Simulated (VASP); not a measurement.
# Te2Mo in VASP: further runs, part 2 of 2

VASP 6.6.1.

### Step 4. Relaxation of cell and atoms, PBE

The input, INCAR:

```
PREC = Accurate ; ENCUT = 600
EDIFF = 1E-6 ; ISMEAR = 0
SIGMA = 0.02 ; LREAL = F
LASPH = T ; NELM = 100
ALGO = Normal ; ISIF = 3
LWAVE = F ; LCHARG = F
GGA = PE ; IBRION = 2
NSW = 100 ; EDIFFG = -0.01
```

The input, KPOINTS:

```
regular mesh
0
Gamma
  12 12 2
```

The input, POSCAR:

```
Te2Mo
1.0
    3.5602328100      0.0000000000      0.0000000000
   -1.7801164000      3.0832520500      0.0000000000
    0.0000000000      0.0000000000     17.5240573900
Te Mo
2 1
Direct
    0.3333333300      0.6666666700      0.8978554600
    0.3333333300      0.6666666700      0.1021445400
    0.0000000000      0.0000000000      0.0000000000
```

Potentials or basis: VASP PAW PBE potentials, release 64 (Te, Mo_sv).

Run with:

```
cat potpaw_PBE.64/Te/POTCAR potpaw_PBE.64/Mo_sv/POTCAR > POTCAR
mpirun -np 1 vasp_std > vasp.out
```

OUTCAR:

```text
PREC = Accurate
   ENCUT = 600
   EDIFF = 1E-6
   ISMEAR = 0
   LREAL = F
   LASPH = T
   NELM = 100
   ISIF = 3
   GGA = PE
   IBRION = 2
   NSW = 100
   EDIFFG = -0.01

 ion  position               nearest neighbor table
   1  0.333  0.667  0.898-   3 2.73   3 2.73   3 2.73   2 3.58
   2  0.333  0.667  0.102-   3 2.73   3 2.73   3 2.73   1 3.58
   3  0.000  0.000  0.000-   1 2.73   2 2.73   1 2.73   2 2.73   1 2.73   2 2.73

  LATTYP: Found a hexagonal cell.
 ALAT       =     3.5602328100
 C/A-ratio  =     4.9221661406

  Lattice vectors:

 A1 = (   3.5602328100,   0.0000000000,   0.0000000000)
 A2 = (  -1.7801164000,   3.0832520500,   0.0000000000)
 A3 = (   0.0000000000,   0.0000000000,  17.5240573900)

Analysis of symmetry for initial positions (statically):
=====================================================================
 Subroutine PRICEL returns:
 Original cell was already a primitive cell.

 Routine SETGRP: Setting up the symmetry group for a
 hexagonal supercell.

 Subroutine GETGRP returns: Found 12 space group operations
 (whereof 12 operations were pure point group operations)
 out of a pool of 24 trial point group operations.

The static configuration has the point symmetry D_3h.

Analysis of symmetry for dynamics (positions and initial velocities):
=====================================================================
 Subroutine PRICEL returns:
 Original cell was already a primitive cell.

 Routine SETGRP: Setting up the symmetry group for a
 hexagonal supercell.

 Subroutine GETGRP returns: Found 12 space group operations
 (whereof 12 operations were pure point group operations)
 out of a pool of 24 trial point group operations.

The dynamic configuration has the point symmetry D_3h.

 Subroutine INISYM returns: Found 12 space group operations
[... 124 lines left out ...]
   GGA     = PE    functional components
   LHFCALC =     F    Hartree Fock is set to
   AEXX    =    0.0000 exact exchange contribution
   IVDW    =     0    specifies the selected vdW correction
   LEPSILON=     F    determine dielectric tensor
   LRPA    =     F    only Hartree local field effects (RPA)
 conjugate gradient relaxation of ions
 non-spin polarized calculation
 Gauss-broadening in eV      SIGMA  =   0.02
  energy-cutoff  :      600.00
  volume of cell :      192.36
 maximum number of plane-waves:      6456
   NGX = 15   NGY = 15   NGZ = 69

--------------------------------------- Ionic step        1  -------------------------------------------

 number of electron      26.0000000 magnetization

 Free energy of the ion-electron system (eV)
  ---------------------------------------------------
  ext. energy  EPLUGINS =         0.00000000
  ---------------------------------------------------
  free energy    TOTEN  =       -18.02069448 eV

  energy without entropy =      -18.02069448  energy(sigma->0) =      -18.02069448

------------------------ aborting loop because EDIFF is reached ----------------------------------------

  FORCE on cell =-STRESS in cart. coord.  units (eV):
  Direction    XX          YY          ZZ          XY          YZ          ZX
  --------------------------------------------------------------------------------------
  -------------------------------------------------------------------------------------
  Total        0.1657884      0.1657884      0.8051134      0.0000000     -0.0000000     -0.0000000
  in kB        1.3808374      1.3808374      6.7057218      0.0000000     -0.0000000     -0.0000000
  external PRESSURE =       3.1557989 kB  Pullay stress =       0.0000000 kB
[... 98 lines left out ...]
--------------------------------------- Ionic step        4  -------------------------------------------

 number of electron      26.0000000 magnetization

 Free energy of the ion-electron system (eV)
  ---------------------------------------------------
  ext. energy  EPLUGINS =         0.00000000
  ---------------------------------------------------
  free energy    TOTEN  =       -18.02464162 eV

  energy without entropy =      -18.02464162  energy(sigma->0) =      -18.02464162

 E-fermi :   0.2890     XC(G=0):  -4.7319

 val. band max:        0.1081437553   @ k =   0.3333   0.3333   0.5000
 cond. band min:       1.1851182716   @ k =   0.3333   0.3333   0.5000
 fundamental gap:      1.0769745163
 Fermi energy:         0.2889993359

 k-point     1 :       0.0000    0.0000    0.0000
  band No.  band energies     occupation
      1     -60.5824      2.00000
      2     -34.7283      2.00000
      3     -34.6248      2.00000
      4     -34.6248      2.00000
      5     -12.4213      2.00000
      6     -11.4855      2.00000
[... 457 lines left out ...]
      4     -34.6450      2.00000
      5     -11.1382      2.00000
      6     -10.6070      2.00000
[... 9 lines left out ...]
     16       2.7332      0.00000
     17       3.6874      0.00000

 [... further k-points ...]

------------------------ aborting loop because EDIFF is reached ----------------------------------------

  FORCE on cell =-STRESS in cart. coord.  units (eV):
  Direction    XX          YY          ZZ          XY          YZ          ZX
  --------------------------------------------------------------------------------------
  -------------------------------------------------------------------------------------
  Total       -0.0222683     -0.0222683      0.0229321     -0.0000000      0.0000000      0.0000000
  in kB       -0.1847378     -0.1847378      0.1902449     -0.0000000      0.0000000      0.0000000
  external PRESSURE =      -0.0597436 kB  Pullay stress =       0.0000000 kB
[... 18 lines left out ...]
  FREE ENERGIE OF THE ION-ELECTRON SYSTEM (eV)
  ---------------------------------------------------
  free  energy   TOTEN  =       -18.0246416222 eV

  energy  without entropy=      -18.0246416222  energy(sigma->0) =      -18.02464162

 reached required accuracy - stopping structural energy minimisation
```

OSZICAR:

```text
N       E                     dE             d eps       ncg     rms          rms(c)
DAV:   1     0.162982899359E+03    0.16298E+03   -0.12224E+04  1676   0.136E+03
DAV:   2    -0.819495319750E+01   -0.17118E+03   -0.16816E+03  1751   0.272E+02
DAV:   3    -0.184625286370E+02   -0.10268E+02   -0.10197E+02  1814   0.571E+01
[... 55 lines left out ...]
DAV:   3    -0.180250870571E+02    0.11635E-02   -0.13475E-02  1468   0.545E-01    0.205E-01
DAV:   4    -0.180247218197E+02    0.36524E-03   -0.14058E-03  1356   0.240E-01    0.627E-02
DAV:   5    -0.180246558806E+02    0.65939E-04   -0.49625E-04  1496   0.153E-01    0.586E-02
DAV:   6    -0.180246424364E+02    0.13444E-04   -0.80595E-05  1600   0.535E-02    0.799E-03
DAV:   7    -0.180246416222E+02    0.81422E-06   -0.90311E-06  1607   0.218E-02
   4 F= -.18024642E+02 E0= -.18024642E+02  d E =-.617625E-03
```

It took 3.7 min on 1 thread of Intel Xeon 6975P-C (Granite Rapids), shared host; peak memory 0.44 GiB.

Results:

| Item | Value |
| --- | --- |
| Free energy | -18.0246 eV |
| Relaxed cell | a = 3.555 Å, b = 3.555 Å, c = 17.643 Å, α = 90.00°, β = 90.00°, γ = 120.00° |
| Space group after relaxing (to 0.05 Å) | P-6m2 (No. 187) |
| Energy gained by relaxing | 1.3 meV/atom |
| Ionic steps | 4 |
| Largest force after relaxing | 0.006 eV/Å |
| Band gap on the k mesh | 1.08 eV, direct |

Forces in eV/Å, atoms in the order of the input:
```
Te   0.000  0.000 -0.006
Te   0.000  0.000  0.006
Mo   0.000  0.000  0.000
```

The path:
```csv
step,energy change (eV),largest force (eV/Å),pressure (GPa),volume (Å³)
1,0.0000,0.2302,0.32,192.36
2,0.0034,0.2707,-0.64,195.89
3,-0.0033,0.0180,-0.09,193.81
4,-0.0039,0.0059,-0.01,193.13
```

Final structure:
```
Te Mo
1.0
     3.55521    0.00000    0.00000
    -1.77761    3.07891    0.00000
     0.00000    0.00000   17.64329
Te Mo
2 1
Direct
  0.33333 0.66667 0.89751
  0.33333 0.66667 0.10249
  0.00000 0.00000 0.00000
```

Levels at points of the mesh, in eV from the valence-band top:
| k point | band 9 | band 10 | band 11 | band 12 | band 13 | band 14 | band 15 | band 16 | band 17 |
| --- | --- | --- | --- | --- | --- | --- | --- | --- | --- |
| (0.00, 0.00, 0.00) | -1.64 | -1.64 | -0.87 | -0.87 | -0.45 | 3.05 | 3.05 | 3.32 | 3.32 |
| (0.50, 0.00, 0.00) | -3.28 | -2.27 | -1.61 | -0.72 | -0.32 | 1.39 | 1.73 | 3.26 | 3.64 |
| (0.00, 0.00, 0.50) | -1.64 | -1.64 | -0.87 | -0.87 | -0.45 | 3.05 | 3.05 | 3.32 | 3.32 |
| (0.50, 0.00, 0.50) | -3.28 | -2.27 | -1.61 | -0.72 | -0.32 | 1.39 | 1.73 | 3.26 | 3.64 |

Caveat: spin-orbit coupling is left out, which moves the levels of the heavy elements.

### Step 5. The runs side by side

```tsv
task	cell	k mesh	cutoff (eV)	smearing	gap on the mesh (eV)	largest force (eV/Å)
single point	a = 3.560, b = 3.560, c = 17.524 Å, angles 90.0, 90.0, 120.0°, 3 atoms	6 × 6 × 1	520	gaussian 0.1 eV	1.05	0.24
single point	a = 3.555, b = 3.555, c = 17.518 Å, angles 90.0, 90.0, 120.0°, 3 atoms	12 × 12 × 2	520	gaussian 0.02 eV	1.08	0.01
relaxation of cell and atoms	relaxed from a = 3.560, b = 3.560, c = 17.524 Å, angles 90.0, 90.0, 120.0°, 3 atoms	12 × 12 × 2	600	gaussian 0.02 eV	1.08	0.01
```

Alike in all rows: level PBE; potentials or basis VASP PAW PBE potentials, release 64 (Te, Mo_sv); no spin polarisation.

Caveats: spin-orbit coupling is left out, which moves the levels of the heavy elements.

Absolute energies hang on the potentials; compare differences alone.
